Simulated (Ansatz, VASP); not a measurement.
**Two plane-wave programs on SiNi3**

Contents of INCAR:

```
SYSTEM = SiNi3
PREC = Accurate
ENCUT = 600
EDIFF = 1E-6
ISMEAR = 0
SIGMA = 0.1
LREAL = .False.
LASPH = .True.
NELM = 80
ALGO = Normal
ISIF = 3
LWAVE = .False.
LCHARG = .False.
GGA = PE
IBRION = 2
NSW = 100
EDIFFG = -0.005
```

KPOINTS

```
Automatic mesh
0
Gamma
  12 12 12
  0 0 0
```

The input POSCAR:

```
SiNi3
1.0
    3.5420000000      0.0000000000      0.0000000000
    0.0000000000      3.5420000000      0.0000000000
    0.0000000000      0.0000000000      3.5420000000
Si Ni
1 3
Direct
    0.0000000000      0.0000000000      0.0000000000
    0.0000000000      0.5000000000      0.5000000000
    0.5000000000      0.0000000000      0.5000000000
    0.5000000000      0.5000000000      0.0000000000
```

Input for Ansatz:

```yaml
crystal:
  lattice:
    - [3.542, 0.0, 0.0]
    - [0.0, 3.542, 0.0]
    - [0.0, 0.0, 3.542]
  atoms:
    - { symbol: Si, position: [0.0, 0.0, 0.0] }
    - { symbol: Ni, position: [0.0, 0.5, 0.5] }
    - { symbol: Ni, position: [0.5, 0.0, 0.5] }
    - { symbol: Ni, position: [0.5, 0.5, 0.0] }
basis:
  ecutwfc: 420
kpoints:
  mp_grid: { grid: [12, 12, 12] }
hamiltonian:
  xc: pbe
scf:
  occupations: { method: gaussian, width: 0.1 }
output:
  forces: true
  stress: true
  eigenvalues: true
relax:
  adjacent_minimum: "off"
  f_tol: 0.005
  max_steps: 80
  cell: { stress_tol: 0.05 }
```

Alike in both runs: task relaxation of cell and atoms; functional PBE; k mesh 12 × 12 × 12; occupations gaussian, width 0.1 eV; no spin polarisation.

|  | VASP | Ansatz |
| --- | --- | --- |
| version | VASP 6.6.1 | Ansatz 0.2.0 |
| potentials or method | VASP PAW PBE potentials, release 64 (Si, Ni), cutoff 600 eV | scalar-relativistic, plane waves, PAW |
| valence electrons in the cell | 34 | 58 |

|  | VASP | Ansatz | Ansatz less VASP |
| --- | --- | --- | --- |
| gap on the k mesh at the Fermi level, each at its own relaxed structure (eV) | none | none | - |
| relaxed volume (Å³/atom) | 10.78 | 10.78 | +0.001 |
| relaxed cell length with the largest relative difference (Å) | 3.506 | 3.506 | +0.0001 |

A gap of «none» marks a metal or a gap that the smearing closes. VASP's potentials hold 34 valence electrons a cell and Ansatz's 58, so a difference there can come from the potentials and not from the codes.
